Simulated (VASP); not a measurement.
Input of a VASP 6.6.1 run:

INCAR

```
PREC = Accurate ; ENCUT = 700
EDIFF = 1E-6 ; ISMEAR = -1
SIGMA = 0.05 ; LREAL = F
LASPH = T ; NELM = 200
ALGO = Normal ; ISIF = 2
LWAVE = F ; LCHARG = T
ISPIN = 2 ; MAGMOM = 4 4 0 0 0 0
LORBIT = 11 ; LMAXMIX = 4
GGA = PS ; LELF = T
LVHAR = T ; NBANDS = 40
GGA_COMPAT = F
```

File KPOINTS:

```
regular mesh
0
Gamma
  6 6 9
```

POSCAR

```
MnO2
1.0
    4.4004184607      0.0000000000      0.0000000000
    0.0000000000      4.4004184607      0.0000000000
    0.0000000000      0.0000000000      2.8670779400
Mn O
2 4
Direct
    0.5000000000      0.5000000000      0.5000000000
    0.0000000000      0.0000000000      0.0000000000
    0.8049161500      0.1950838500      0.5000000000
    0.6950838500      0.6950838500      0.0000000000
    0.1950838500      0.8049161500      0.5000000000
    0.3049161500      0.3049161500      0.0000000000
```

Potentials or basis: VASP PAW PBE potentials, release 64 (Mn_sv, O).

Run with:

```bash
$ cat potpaw_PBE.64/Mn_sv/POTCAR potpaw_PBE.64/O/POTCAR > POTCAR
$ mpirun -np 1 vasp_std > vasp.out
```

**Question.** Estimate the net moment.

**Answer.** 5.97 μB per cell.

**Question.** What does it give for the band gap on the k mesh?

**Answer.** Zero (filled and empty bands overlap).

**Question.** Predict the largest force.

**Answer.** 0.063 eV/Å.

**Question.** Estimate the pressure.

**Answer.** -3.7 GPa.

Forces in eV/Å, atoms in the order of the input:
```
Mn   0.000  0.000  0.000
Mn   0.000  0.000  0.000
O    0.045 -0.045  0.000
O   -0.045 -0.045  0.000
O   -0.045  0.045  0.000
O    0.045  0.045  0.000
```

Caveat: the cell stands under tension; the PAW data sets were made with another functional, which shifts forces and pressure a little; semilocal functionals often make such compounds metallic where correlation or magnetic order opens a gap, which also shifts bond lengths; the run started ferromagnetic, and an antiferromagnetic order may lie lower in energy. With open d or f shells a metallic result of PBEsol can be an artefact of self-interaction; +U or a hybrid may open a gap.
